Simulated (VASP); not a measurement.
# Al2Cu in VASP: notebook

Al2Cu is run at these levels: PBEsol; tasks: relaxation of cell and atoms, single point.

All numbers are computed with VASP 6.6.1; they aren't measurements. Logs are shortened: lines on timing, memory, paths and dates and some standing lists are left out, and cuts for length are marked.

## Step 1: The cell of the first run

The typed cell holds 3 atoms: a = 4.049 Å, b = 4.049 Å, c = 4.049 Å, α = 120.00°, β = 120.00°, γ = 90.00°.

## Step 2: Relaxation of cell and atoms, PBEsol

File INCAR:

```
ALGO = Fast
EDIFF = 1E-7
EDIFFG = -0.001
ENCUT = 600
GGA = PS
IBRION = 2
ISIF = 3
ISMEAR = -1
LASPH = True
LCHARG = False
LREAL = False
LWAVE = False
NELM = 60
NSW = 80
PREC = Accurate
SIGMA = 0.15
```

File KPOINTS:

```
k-points
0
Gamma
  14 14 14
```

File POSCAR:

```
Al2Cu
1.0
   -2.0246315550      2.0246315550      2.8630136514
    2.0246315550     -2.0246315550      2.8630136514
    2.0246315550      2.0246315550     -2.8630136514
Al Cu
2 1
Direct
    0.7500000000      0.2500000000      0.5000000000
    0.2500000000      0.7500000000      0.5000000000
    0.5000000000      0.5000000000      0.0000000000
```

Potentials or basis: VASP PAW PBE potentials, release 64 (Al, Cu).

Command:

```sh
$ cat potpaw_PBE.64/Al/POTCAR potpaw_PBE.64/Cu/POTCAR > POTCAR
$ mpirun -np 1 vasp_std > vasp.out
```

OUTCAR:

```text
EDIFF = 1E-7
   EDIFFG = -0.001
   ENCUT = 600
   GGA = PS
   IBRION = 2
   ISIF = 3
   ISMEAR = -1
   LASPH = True
   LREAL = False
   NELM = 60
   NSW = 80
   PREC = Accurate

 ion  position               nearest neighbor table
   1  0.750  0.250  0.500-   3 2.48   3 2.48   3 2.48   3 2.48   2 2.86   2 2.86   2 2.86   2 2.86
                             2 2.86   2 2.86
   2  0.250  0.750  0.500-   3 2.48   3 2.48   3 2.48   3 2.48   1 2.86   1 2.86   1 2.86   1 2.86
                             1 2.86   1 2.86
   3  0.500  0.500  0.000-   2 2.48   1 2.48   1 2.48   2 2.48   1 2.48   2 2.48   2 2.48   1 2.48

  LATTYP: Found a body centered tetragonal cell.
 ALAT       =     4.0492631100
 C/A-ratio  =     1.4140911932

  Lattice vectors:

 A1 = (  -2.0246315550,   2.0246315550,   2.8630136514)
 A2 = (   2.0246315550,  -2.0246315550,   2.8630136514)
 A3 = (   2.0246315550,   2.0246315550,  -2.8630136514)

Analysis of symmetry for initial positions (statically):
=====================================================================
 Subroutine PRICEL returns:
 Original cell was already a primitive cell.

 Routine SETGRP: Setting up the symmetry group for a
 body centered tetragonal supercell.

 Subroutine GETGRP returns: Found 16 space group operations
 (whereof 16 operations were pure point group operations)
 out of a pool of 16 trial point group operations.

The static configuration has the point symmetry D_4h.

Analysis of symmetry for dynamics (positions and initial velocities):
=====================================================================
 Subroutine PRICEL returns:
 Original cell was already a primitive cell.

 Routine SETGRP: Setting up the symmetry group for a
 body centered tetragonal supercell.

 Subroutine GETGRP returns: Found 16 space group operations
 (whereof 16 operations were pure point group operations)
 out of a pool of 16 trial point group operations.

The dynamic configuration has the point symmetry D_4h.

 Subroutine INISYM returns: Found 16 space group operations
 (whereof 16 operations are pure point group operations),
 and found     1 'primitive' translations

----------------------------------------------------------------------------------------

                                     Primitive cell

  volume of cell :      46.9435

  direct lattice vectors                    reciprocal lattice vectors
    -2.024631555  2.024631555  2.863013651     0.000000000  0.246958514  0.174641151
[... 117 lines left out ...]
   LEPSILON=     F    determine dielectric tensor
   LRPA    =     F    only Hartree local field effects (RPA)
 conjugate gradient relaxation of ions
 non-spin polarized calculation
 RMM-DIIS sequential band-by-band and
  energy-cutoff  :      600.00
  volume of cell :       46.94
 maximum number of plane-waves:      1588
   NGX = 17   NGY = 17   NGZ = 17

--------------------------------------- Ionic step        1  -------------------------------------------

 number of electron      17.0000011 magnetization

 Free energy of the ion-electron system (eV)
  ---------------------------------------------------
  ext. energy  EPLUGINS =         0.00000000
  ---------------------------------------------------
  free energy    TOTEN  =       -13.04492594 eV

  energy without entropy =      -12.98269039  energy(sigma->0) =      -13.01380816

------------------------ aborting loop because EDIFF is reached ----------------------------------------

  FORCE on cell =-STRESS in cart. coord.  units (eV):
  Direction    XX          YY          ZZ          XY          YZ          ZX
  --------------------------------------------------------------------------------------
  -------------------------------------------------------------------------------------
  Total        0.0970456      0.0970456      0.0996392      0.0000000     -0.0000000     -0.0000000
  in kB        3.3121578      3.3121578      3.4006759      0.0000000     -0.0000000     -0.0000000
  external PRESSURE =       3.3416638 kB  Pullay stress =       0.0000000 kB
[... 92 lines left out ...]
  FREE ENERGIE OF THE ION-ELECTRON SYSTEM (eV)
  ---------------------------------------------------
  free  energy   TOTEN  =       -13.0451044696 eV

  energy  without entropy=      -12.9826999243  energy(sigma->0) =      -13.01390220

[... ionic steps 4 to 14 ...]

--------------------------------------- Ionic step       15  -------------------------------------------

 number of electron      17.0000010 magnetization

------------------------ aborting loop because EDIFF is reached ----------------------------------------
[... 69 lines left out ...]
--------------------------------------- Ionic step       17  -------------------------------------------

 number of electron      17.0000010 magnetization

 Free energy of the ion-electron system (eV)
  ---------------------------------------------------
  ext. energy  EPLUGINS =         0.00000000
  ---------------------------------------------------
  free energy    TOTEN  =       -13.04510432 eV

  energy without entropy =      -12.98270334  energy(sigma->0) =      -13.01390383

 E-fermi :   7.0753     XC(G=0): -10.6210

 val. band max:        7.0570018287   @ k =  -0.2857   0.1429  -0.0000
 cond. band min:       7.0974865975   @ k =   0.1429   0.0000  -0.0000
 fundamental gap:      0.0404847688
 Fermi energy:         7.0752731675

 k-point     1 :       0.0000    0.0000    0.0000
  band No.  band energies     occupation
      1      -3.2151      2.00000
      2       2.4523      2.00000
      3       2.4523      2.00000
      4       2.4523      2.00000
      5       3.0197      2.00000
      6       3.0198      2.00000
      7       9.9705      0.00000
      8       9.9705      0.00000
      9       9.9709      0.00000
     10      10.0221      0.00000
     11      10.0227      0.00000
     12      10.0227      0.00000
[... 331 lines left out ...]
 k-point    24 :       0.2857    0.1429    0.0000
  band No.  band energies     occupation
      1      -1.5132      2.00000
      2       1.8395      2.00000
      3       2.5306      2.00000
      4       2.6499      2.00000
      5       2.9609      2.00000
      6       3.0823      2.00000
      7       3.9809      2.00000
      8       5.9075      1.99917
      9       8.0207      0.00366
     10      10.0616      0.00000
     11      10.6982      0.00000
     12      11.9295      0.00000

 [... further k-points ...]
[... 5 lines left out ...]
  --------------------------------------------------------------------------------------
  -------------------------------------------------------------------------------------
  Total        0.0002752      0.0002752      0.0016798      0.0000000     -0.0000000      0.0000000
  in kB        0.0093616      0.0093616      0.0571397      0.0000000     -0.0000000      0.0000000
  external PRESSURE =       0.0252876 kB  Pullay stress =       0.0000000 kB
[... 18 lines left out ...]
  FREE ENERGIE OF THE ION-ELECTRON SYSTEM (eV)
  ---------------------------------------------------
  free  energy   TOTEN  =       -13.0451043242 eV

  energy  without entropy=      -12.9827033431  energy(sigma->0) =      -13.01390383

 reached required accuracy - stopping structural energy minimisation
```

OSZICAR:

```text
N       E                     dE             d eps       ncg     rms          rms(c)
DAV:   1     0.733079138988E+02    0.73308E+02   -0.77322E+03  5864   0.168E+03
DAV:   2    -0.119765679813E+02   -0.85284E+02   -0.79361E+02  5916   0.260E+02
DAV:   3    -0.156038994698E+02   -0.36273E+01   -0.34386E+01  7708   0.695E+01
[... 108 lines left out ...]
DAV:   1    -0.130451043165E+02    0.38604E-07   -0.16676E-08  3048   0.443E-03    0.614E-04
RMM:   2    -0.130451043224E+02   -0.59074E-08   -0.60286E-08  2922   0.478E-03
  16 F= -.13045104E+02 E0= -.13013904E+02  d E =0.517712E-07
       N       E                     dE             d eps       ncg     rms          rms(c)
DAV:   1    -0.130451043267E+02   -0.10248E-07   -0.44667E-09  3036   0.257E-03    0.231E-04
RMM:   2    -0.130451043242E+02    0.25161E-08   -0.88777E-09  2684   0.188E-03
  17 F= -.13045104E+02 E0= -.13013904E+02  d E =0.499472E-07
```

Wall time 9.5 min (1 thread of Intel Xeon Platinum 8488C (Sapphire Rapids), shared host); peak memory 0.34 GiB.

What came out:

```
Free energy                            : -13.0451 eV
Relaxed volume                         : 15.70 Å³/atom
Relaxed cell                           : a = 4.054 Å, b = 4.054 Å, c = 4.054 Å, α = 120.00°, β = 120.00°, γ = 90.00°
Space group after relaxing (to 0.05 Å) : Fm-3m (No. 225)
Energy gained by relaxing              : 0.1 meV/atom
Ionic steps                            : 17
Pressure after relaxing                : 0.0 GPa
```

Step by step:
| step | energy change (eV) | largest force (eV/Å) | pressure (GPa) | volume (Å³) |
| --- | --- | --- | --- | --- |
| 1 | 0.0000 | 0.0000 | 0.33 | 46.94 |
| 2 | -0.0002 | 0.0000 | -0.21 | 47.17 |
| 3 | -0.0002 | 0.0000 | 0.01 | 47.10 |
| 4 | -0.0002 | 0.0000 | -0.04 | 47.11 |
| 5 | -0.0002 | 0.0000 | 0.07 | 47.08 |
| 6 | -0.0002 | 0.0000 | 0.01 | 47.10 |
| 7 | -0.0002 | 0.0000 | -0.01 | 47.10 |
| 8 | -0.0002 | 0.0000 | 0.03 | 47.10 |
| 9 | -0.0002 | 0.0000 | -0.08 | 47.10 |
| 10 | -0.0002 | 0.0000 | 0.07 | 47.10 |
| 11 | -0.0002 | 0.0000 | -0.02 | 47.10 |
| 12 | -0.0002 | 0.0000 | 0.06 | 47.10 |
| 13 | -0.0002 | 0.0000 | -0.02 | 47.10 |
| 14 | -0.0002 | 0.0000 | 0.10 | 47.10 |
| 15 | -0.0002 | 0.0000 | -0.05 | 47.10 |
| 16 | -0.0002 | 0.0000 | 0.05 | 47.10 |
| 17 | -0.0002 | 0.0000 | 0.00 | 47.10 |

Final structure:
```xyz
3
Lattice="-2.0269 2.0269 2.8663 2.0269 -2.0269 2.8663 2.0269 2.0269 -2.8663" Properties=species:S:1:pos:R:3 pbc="T T T"
Al    0.0000    2.0269    1.4331
Al    2.0269    0.0000    1.4331
Cu    0.0000    0.0000    2.8663
```

Levels at points of the mesh, in eV from the Fermi level:
```csv
k point,band 6,band 7,band 8,band 9,band 10,band 11,band 12
"(0.00, 0.00, 0.00)",-4.06,2.90,2.90,2.90,2.95,2.95,2.95
"(0.50, 0.00, 0.00)",-3.99,-3.99,0.61,0.61,2.94,2.94,3.83
"(0.50, 0.50, 0.00)",-3.89,-3.78,-2.00,-2.00,0.37,1.49,9.03
"(0.50, 0.50, 0.50)",-3.89,-3.78,-2.00,-2.00,0.37,1.49,9.03
```

Caveat: the PAW data sets were made with another functional, which shifts forces and pressure a little.

## Step 3: Single point, PBEsol

This run uses another cell than the first one, of 13.75 Å³/atom, 0.879 times its volume.

File INCAR:

```
PREC = Accurate
ENCUT = 520
EDIFF = 1E-6
ISMEAR = -1
SIGMA = 0.15
LREAL = F
LASPH = T
NELM = 60
ALGO = Normal
ISIF = 2
LWAVE = F
LCHARG = F
GGA = PS
NBANDS = 16
```

File KPOINTS:

```
regular mesh
0
Gamma
  14 14 14
```

File POSCAR:

```
Al2Cu
1.0
   -1.9391811728      1.9391811728      2.7424163145
    1.9391811728     -1.9391811728      2.7424163145
    1.9391811728      1.9391811728     -2.7424163145
Al Cu
2 1
Direct
    0.7500000000      0.2500000000      0.5000000000
    0.2500000000      0.7500000000      0.5000000000
    0.5000000000      0.5000000000      0.0000000000
```

Potentials or basis: VASP PAW PBE potentials, release 64 (Al, Cu).

Command:

```sh
$ cat potpaw_PBE.64/Al/POTCAR potpaw_PBE.64/Cu/POTCAR > POTCAR
$ mpirun -np 1 vasp_std > vasp.out
```

Wall time 50 s (1 thread of AMD EPYC 9R45 (Zen 5), shared host); peak memory 0.18 GiB.

It converged, with:

- Free energy: -12.7477 eV
- Pressure: 18.2 GPa

Levels at points of the mesh, in eV from the Fermi level:
| k point | band 7 | band 8 | band 9 | band 10 | band 11 | band 12 |
| --- | --- | --- | --- | --- | --- | --- |
| (0.00, 0.00, 0.00) | 2.92 | 2.92 | 2.92 | 3.41 | 3.41 | 3.41 |
| (0.50, 0.00, 0.00) | -4.46 | 0.61 | 0.61 | 3.22 | 3.22 | 4.77 |
| (0.50, 0.50, 0.00) | -4.17 | -2.24 | -2.24 | 0.91 | 1.42 | 9.40 |

Caveat: the PAW data sets were made with another functional, which shifts forces and pressure a little.

(Continued in part 2 of 2.)
